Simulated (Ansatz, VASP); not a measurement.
**LiCl in VASP and in Ansatz**

```xyz
2
Lattice="0.0000 2.5648 2.5648 2.5648 0.0000 2.5648 2.5648 2.5648 0.0000" Properties=species:S:1:pos:R:3 pbc="T T T"
Cl    2.5648    2.5648    2.5648
Li    0.0000    0.0000    0.0000
```

Alike in both runs: functional PBEsol; k mesh 9 × 9 × 9; occupations fermi-dirac, width 0.05 eV; no spin polarisation.

|  | VASP | Ansatz |
| --- | --- | --- |
| version | VASP 6.6.1 | Ansatz 0.2.0 |
| potentials or method | VASP PAW PBE potentials, release 64 (Cl, Li_sv), cutoff 520 eV | all-electron PAW datasets made for the crystal |
| task | single point | band structure |

|  | VASP | Ansatz | Ansatz less VASP |
| --- | --- | --- | --- |
| gap on the k mesh at the Fermi level (eV) | 6.14 | 6.13 | -0.012 |
| least direct gap on the mesh (eV) | 6.14 | 6.13 | -0.012 |

VASP's potentials were made for PBE, not for PBEsol. Ansatz ran all-electron here, and VASP with PAW potentials.

Noted on VASP's run: the cutoff is short for stress, so the pressure is rough.
